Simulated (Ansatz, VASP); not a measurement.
# Two plane-wave programs on Nb

```
Nb
1.0
     2.94032    0.00000    0.00000
    -1.47016    2.54639    0.00000
     0.00000    0.00000    4.80154
Nb
2
Cartesian
  0.0000 1.6976 1.2004
  1.4702 0.8488 3.6012
```

Alike in both runs: task relaxation of cell and atoms; functional BLYP; k mesh 12 × 12 × 7; occupations fermi-dirac, width 0.1 eV; no spin polarisation.

|  | VASP | Ansatz |
| --- | --- | --- |
| version | VASP 6.6.1 | Ansatz 0.2.0 |
| potentials or method | VASP PAW PBE potentials, release 64 (Nb_sv), cutoff 600 eV | plane waves (420 eV) with PAW, scalar-relativistic |
| valence electrons in the cell | 26 | 26 |

Ansatz gave:

```
relaxed volume (Å³/atom)                                     : 19.44
relaxed cell length with the largest relative difference (Å) : 5.355
```

Question: What did VASP give for the same quantities?

Answer: Relaxed volume (Å³/atom): 19.44; relaxed cell length with the largest relative difference (Å): 5.354.

VASP's potentials were made for PBE, not for BLYP.
